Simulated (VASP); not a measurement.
# Zr7S16 (a cell with a defect) in VASP: single point with PBE+D3(BJ)

Aim: the single point of Zr7S16 (a cell with a defect) with PBE+D3(BJ).

Program: VASP 6.6.1. These are calculated values, not measurements. Logs are shortened: lines on timing, memory, paths and dates and some standing lists are left out, and cuts for length are marked.

**1. The cell of the first run**

The cell holds a defect, 23 atoms: a = 8.508 Å, b = 8.508 Å, c = 9.252 Å, α = 114.58°, β = 114.58°, γ = 95.46°.

**2. Single point, PBE+D3(BJ) (atoms taken out, then relaxed in part)**

Input file INCAR:

```
PREC = Accurate
ENCUT = 400
EDIFF = 1E-6
ISMEAR = 0
SIGMA = 0.05
LREAL = F
LASPH = T
NELM = 120
ALGO = Normal
ISIF = 2
LWAVE = F
LCHARG = F
GGA = PE
IVDW = 12
NBANDS = 107
NELECT = 184.0
GGA_COMPAT = F
KPAR = 4
```

Input file KPOINTS:

```
Automatic mesh
0
Gamma
  4 4 4
```

Input file POSCAR:

```
Zr7S16
1.0
   -5.4525295546      3.1480194061      5.7227454284
    5.4525295546     -3.1480194061      5.7227454284
    3.6350197031      6.2960388123     -5.7227454284
Zr S
7 16
Direct
    0.8974727296      0.3785179054      0.2725413758
    0.3125000000      0.0625000000      0.3750000000
    0.7275272704      0.7464820946      0.4774586242
    0.6097185083      0.1082716522      0.7588250854
    0.1435057956      0.6339990105      0.7632337026
    0.0152814917      0.0167283478     -0.0088250854
    0.4814942044      0.4910009895     -0.0132337026
    0.3368551211      0.2063790670      0.2079536970
    0.8284113411      0.6628318804      0.2435946382
    0.2090026017      0.5552808215      0.5068091130
    0.6523648704      0.0293584157      0.4758343592
    0.5302775056      0.3636609763      0.7002956770
    0.0739383559      0.9170992034      0.7324726005
    0.9471766968      0.3032103893     -0.0027556404
    0.4745176918      0.7734707098     -0.0219738599
    0.4159973983      0.5697191785      0.2431908870
    0.9726351296      0.0956415843      0.2741656408
    0.2881448789      0.9186209330      0.5420463030
    0.7965886589      0.4621681196      0.5064053618
    0.6778233032      0.8217896107      0.7527556404
    0.1504823082      0.3515292902      0.7719738599
    0.0947224944      0.7613390237      0.0497043230
    0.5510616441      0.2079007966      0.0175273995
```

Potentials or basis: VASP PAW PBE potentials, release 64 (Zr_sv, S).

The run is started by

```
> cat potpaw_PBE.64/Zr_sv/POTCAR potpaw_PBE.64/S/POTCAR > POTCAR
> mpirun -np 4 vasp_std > vasp.out
```

OUTCAR:

```text
PREC = Accurate
   ENCUT = 400
   EDIFF = 1E-6
   ISMEAR = 0
   LREAL = F
   LASPH = T
   NELM = 120
   ISIF = 2
   GGA = PE
   IVDW = 12
   NELECT = 184.0
 IVDW          = 12

 ion  position               nearest neighbor table
   1  0.897  0.379  0.273-  10 2.39  19 2.51  17 2.55  14 2.58  23 2.63   9 2.64   5 3.57   6 3.65
                             3 3.70   4 3.74
   2  0.312  0.062  0.375-   8 2.39  18 2.39  12 2.66  22 2.66  11 2.73  17 2.73   4 3.22   6 3.22

   3  0.728  0.746  0.477-  16 2.39   9 2.51  11 2.55  20 2.58  13 2.63  19 2.64   7 3.57   4 3.65
                             1 3.70   6 3.74
   4  0.610  0.108  0.759-  18 2.45  23 2.47  12 2.53  20 2.54  14 2.58  11 2.61   2 3.22   6 3.59
                             7 3.62   3 3.65   1 3.74
   5  0.144  0.634  0.763-  21 2.44  15 2.46  10 2.50  13 2.63  19 2.64  22 2.64   7 3.44   1 3.57
                             6 3.62
   6  0.015  0.017  0.991-   8 2.45  13 2.47  22 2.53  14 2.54  20 2.58  17 2.61   2 3.22   4 3.59
                             5 3.62   1 3.65   3 3.74
   7  0.481  0.491  0.987-  15 2.44  21 2.46  16 2.50  23 2.63   9 2.64  12 2.64   5 3.44   3 3.57
                             4 3.62
   8  0.337  0.206  0.208-   2 2.39   6 2.45
   9  0.828  0.663  0.244-   3 2.51   1 2.64   7 2.64
  10  0.209  0.555  0.507-   1 2.39   5 2.50
  11  0.652  0.029  0.476-   3 2.55   4 2.61   2 2.73
  12  0.530  0.364  0.700-   4 2.53   7 2.64   2 2.66
  13  0.074  0.917  0.732-   6 2.47   3 2.63   5 2.63
  14  0.947  0.303  0.997-   6 2.54   4 2.58   1 2.58
  15  0.475  0.773  0.978-   7 2.44   5 2.46
  16  0.416  0.570  0.243-   3 2.39   7 2.50
  17  0.973  0.096  0.274-   1 2.55   6 2.61   2 2.73
  18  0.288  0.919  0.542-   2 2.39   4 2.45
  19  0.797  0.462  0.506-   1 2.51   3 2.64   5 2.64
  20  0.678  0.822  0.753-   4 2.54   6 2.58   3 2.58
  21  0.150  0.352  0.772-   5 2.44   7 2.46
  22  0.095  0.761  0.050-   6 2.53   5 2.64   2 2.66
  23  0.551  0.208  0.018-   4 2.47   1 2.63   7 2.63

  LATTYP: Found a face centered orthorhombic cell.
 ALAT       =    11.4454908568
 B/A-ratio  =     1.1001780336
 C/A-ratio  =     1.2703761677

  Lattice vectors:

 A1 = (   9.0875492577,   3.1480194062,   0.0000000000)
 A2 = (   3.6350197031,   6.2960388123,   5.7227454284)
 A3 = (   5.4525295546,  -3.1480194061,   5.7227454284)

Analysis of symmetry for initial positions (statically):
=====================================================================
 Subroutine PRICEL returns:
 Original cell was already a primitive cell.

 Routine SETGRP: Setting up the symmetry group for a
 face centered orthorhombic supercell.

 Subroutine GETGRP returns: Found  2 space group operations
[... 168 lines left out ...]
   ISYM   =      2    0-nonsym 1-usesym 2-fastsym
   POTIM  = 0.5000    time-step for ionic-motion
   TEBEG  =    0.0;   TEEND  =   0.0 temperature during run
   PSTRESS=    0.0 pullay stress
   NELECT =     184.0000    total number of electrons
   NUPDOWN=      -1.0000    fix difference up-down
   EMIN   =  10.00;   EMAX   =-10.00  energy-range for DOS
   EFERMI =   0.00;   METHOD = LEGACY
   ISMEAR =     0;   SIGMA  =   0.05  broadening in eV -4-tet -1-fermi 0-gaus
   EFERMI_NEDOS =   21; number of points for ismear=-14 and -15
   IALGO  =     38    algorithm
   IMIX   =      4    mixing-type and parameters
     AMIX     =   0.40;   BMIX     =  1.00
     AMIX_MAG =   1.60;   BMIX_MAG =  1.00
  volume/ion in A,a.u.               =      22.78       153.71
  Fermi-wavevector in a.u.,A,eV,Ry     =   1.155051  2.182730 18.152122  1.334143
  Thomas-Fermi vector in A             =   2.291683
   LORBIT       =      0    0 simple, 1 ext, 2 COOP (PROOUT), +10 PAW based schemes
   GGA     = PE    functional components
   LHFCALC =     F    Hartree Fock is set to
   AEXX    =    0.0000 exact exchange contribution
   IVDW    =    12    specifies the selected vdW correction
   LEPSILON=     F    determine dielectric tensor
   LRPA    =     F    only Hartree local field effects (RPA)
 non-spin polarized calculation
 Gauss-broadening in eV      SIGMA  =   0.05
  energy-cutoff  :      400.00
  volume of cell :      523.89
 maximum number of plane-waves:      9536
   NGX = 27   NGY = 27   NGZ = 31

 number of electron     184.0000004 magnetization

 Free energy of the ion-electron system (eV)
  ---------------------------------------------------
  ext. energy  EPLUGINS =         0.00000000
  ---------------------------------------------------
  free energy    TOTEN  =      -133.95584128 eV

  energy without entropy =     -133.95584128  energy(sigma->0) =     -133.95584128

 E-fermi :   5.2134     XC(G=0):  -9.6685

 val. band max:        4.9472799628   @ k =   0.0000   0.0000   0.0000
 cond. band min:       5.4841034771   @ k =   0.5000   0.0000   0.5000
 fundamental gap:      0.5368235143
 Fermi energy:         5.2134230106

 k-point     1 :       0.0000    0.0000    0.0000
  band No.  band energies     occupation
      1     -44.4556      2.00000
      2     -44.3031      2.00000
      3     -44.2985      2.00000
      4     -44.1713      2.00000
      5     -44.1658      2.00000
      6     -44.1538      2.00000
[... 2557 lines left out ...]
    103       7.2296      0.00000
    104       7.3613      0.00000

 [... further k-points ...]

 [bands above 104 left out]

------------------------ aborting loop because EDIFF is reached ----------------------------------------

 Edisp (eV)   -7.82471

 E8    (eV) :    -3.2891

  FORCE on cell =-STRESS in cart. coord.  units (eV):
  Direction    XX          YY          ZZ          XY          YZ          ZX
  --------------------------------------------------------------------------------------
  -------------------------------------------------------------------------------------
  Total      41.73618    36.71991    48.98479     0.86224    -2.22737    -0.36205
  in kB     127.63938   112.29842   149.80740     2.63693    -6.81185    -1.10725
  external pressure =      129.92 kB  Pullay stress =        0.00 kB

 VOLUME and BASIS-vectors are now :
 -----------------------------------------------------------------------------
  energy-cutoff  :      400.00
  volume of cell :      523.89
      direct lattice vectors                 reciprocal lattice vectors
    -5.452529555  3.148019406  5.722745428    -0.034387709  0.099268765  0.087370652
     5.452529555 -3.148019406  5.722745428     0.103163127  0.019853753  0.087370652
     3.635019703  6.296038812 -5.722745428     0.068775418  0.119122519  0.000000000

 POSITION                                       TOTAL-FORCE (eV/Angst)
 -----------------------------------------------------------------------------------
     -1.83892      3.34961      5.74248        -0.005995     -0.005944     -0.010599
      0.00000      3.14802      0.00000         0.000000      0.000000      0.000000
      1.83892      2.94643      5.70301         0.005995      0.005944      0.010599
      0.02419      6.35616     -0.23369         0.000362     -0.007441     -0.002261
      5.44880      3.26127      0.08167         0.007137     -0.004326      0.002757
      3.61083      6.23592     -5.48906        -0.000362      0.007441      0.002261
[... 15 lines left out ...]
      3.81542     -1.78558      4.61458        -0.003811      0.001949     -0.004618
     -1.80738      1.19063      4.24304        -0.000661      0.003957     -0.001565
 -----------------------------------------------------------------------------------
    total drift:                               -0.000000      0.000000      0.000000

  FREE ENERGIE OF THE ION-ELECTRON SYSTEM (eV)
  ---------------------------------------------------
  free  energy   TOTEN  =      -141.7805501053 eV

  energy  without entropy=     -141.7805501053  energy(sigma->0) =     -141.78055011
```

stdout:

```text
POSCAR found type information on POSCAR ZrS
 POSCAR found :  2 types and      23 ions
 scaLAPACK will be used
 -----------------------------------------------------------------------------
|                                                                             |
|                                                                             |
|     You have a (more or less) 'large supercell' and for larger cells it     |
|     might be more efficient to use real-space projection operators.         |
|     Therefore, try LREAL= Auto in the INCAR file.                           |
|     Mind: For very accurate calculation, you might also keep the            |
|     reciprocal projection scheme (i.e. LREAL=.FALSE.).                      |
|                                                                             |
 -----------------------------------------------------------------------------

 LDA part: xc-table for (Slater+PW92), standard interpolation
 POSCAR, INCAR and KPOINTS ok, starting setup
 FFT: planning ... GRIDC
 FFT: planning ... GRID_SOFT
 FFT: planning ... GRID
 WAVECAR not read
 entering main loop
 the old and the new charge density differ
 old charge density:   180.00000 new  184.00000
BRMIX: very serious problems
 the old and the new charge density differ
 old charge density:   180.00000 new  184.00000
BRMIX: very serious problems
 the old and the new charge density differ
 old charge density:   180.00000 new  184.00000
BRMIX: very serious problems
 the old and the new charge density differ
 old charge density:   180.00000 new  184.00000
    0.462E+01
```

It took 11 min on 4 MPI ranks of Intel Xeon Platinum 8259CL at 2.50GHz (Skylake/Cascade Lake), shared host; peak memory 1.1 GiB.

Results:

- Free energy: -141.7806 eV
- Largest force: 0.014 eV/Å
- Dispersion energy per atom: -0.340 eV

Forces on the atoms (eV/Å):
```
Zr  -0.006 -0.006 -0.011
Zr   0.000  0.000  0.000
Zr   0.006  0.006  0.011
Zr   0.000 -0.007 -0.002
Zr   0.007 -0.004  0.003
Zr   0.000  0.007  0.002
Zr  -0.007  0.004 -0.003
S    0.000 -0.003  0.004
S    0.002 -0.004  0.009
S   -0.001  0.006  0.004
S    0.001 -0.003  0.002
S    0.004 -0.002  0.005
S    0.001 -0.004  0.002
S    0.003 -0.001  0.009
S    0.006 -0.002  0.007
S    0.001 -0.006 -0.004
S   -0.001  0.003 -0.002
S    0.000  0.003 -0.004
S   -0.002  0.004 -0.009
S   -0.003  0.001 -0.009
S   -0.006  0.002 -0.007
S   -0.004  0.002 -0.005
S   -0.001  0.004 -0.002
```

Caveat: the cell carries a net charge on a neutralising background, which shifts energy and pressure; the cell differs from its parent crystal (atoms taken out, then relaxed in part); the cell is charged against a uniform background, so pressure and absolute levels hang on convention.
